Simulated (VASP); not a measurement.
ZnS:

```xyz
12
Lattice="3.8120 0.0000 0.0000 -1.9060 3.3013 0.0000 0.0000 0.0000 18.6900" Properties=species:S:1:pos:R:3 pbc="T T T"
Zn    0.0000    2.2009   15.5749
Zn    1.9060    1.1004    6.2299
Zn    1.9060    1.1004   12.4601
Zn    0.0000    2.2009    3.1151
Zn    0.0000    0.0000    9.3450
Zn    0.0000    0.0000    0.0000
S     0.0000    2.2009   17.9112
S     1.9060    1.1004    8.5662
S     1.9060    1.1004   14.7963
S     0.0000    2.2009    5.4513
S     0.0000    0.0000   11.6812
S     0.0000    0.0000    2.3362
```

Base run:

* Program: VASP 6.6.1
* Functional: PBEsol
* Potentials or basis: VASP PAW PBE potentials, release 64 (Zn, S)
* Cutoff: 520 eV
* k mesh: 8 × 8 × 2
* Occupations: fermi-dirac, width 0.05 eV
* Spin: no spin polarisation

Its results: band gap on the k mesh 2.03 eV; pressure -1.3 GPa; largest force 0.028 eV/Å.

**Question.** The run is repeated on the same cell with these changes: further incar settings from ALGO = Normal; EDIFF = 1e-06; NBANDS = 66 to ALGO = Normal; EDIFF = 1e-07; NBANDS = 66; dispersion from none to D3(BJ). What comes out?

**Answer.** Band gap on the k mesh 2.03 eV; pressure -3.4 GPa; largest force 0.026 eV/Å.

Caveats: the PAW data sets were made with another functional, which shifts forces and pressure a little; the cell stands under tension (at least some runs).

A k mesh can miss the band edges.
